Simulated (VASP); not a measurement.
Runs of VASP 6.6.1 on Ba. The structure is that of space group Fm-3m (No. 225), or close to it. The cells are those of the table. This isn't the form of Ba at room conditions, which is bcc.

| task | cell | cutoff (eV) | gap on the mesh (eV) | pressure (GPa) |
| --- | --- | --- | --- | --- |
| electric field gradients | a = 4.647 Å, angles 60.0°, 1 atom | 440 | none | -0.4 |
| single point | a = 4.609 Å, angles 60.0°, 1 atom | 550 | none | -0.2 |
| single point | a = 4.647 Å, angles 60.0°, 1 atom | 550 | none | -0.4 |
| electric field gradients | a = 4.533 Å, angles 60.0°, 1 atom | 440 | none | (a) |
| single point | a = 4.494 Å, angles 60.0°, 1 atom | 550 | none | 0.4 |

Alike in all rows: level r2SCAN; potentials or basis VASP PAW PBE potentials, release 64 (Ba_sv); no spin polarisation; k mesh 9 × 9 × 9; smearing fermi-dirac 0.05 eV.

Q: Fill in the values left out.

A: (a) 0.1.

Caveats: the PAW data sets were made with another functional, which shifts forces and pressure a little; spin-orbit coupling is left out, which moves the levels of the heavy elements.

A k mesh can miss the band edges, and the runs leave out spin-orbit coupling on Ba.

A gap of «none» marks levels without a gap at the run's occupations.
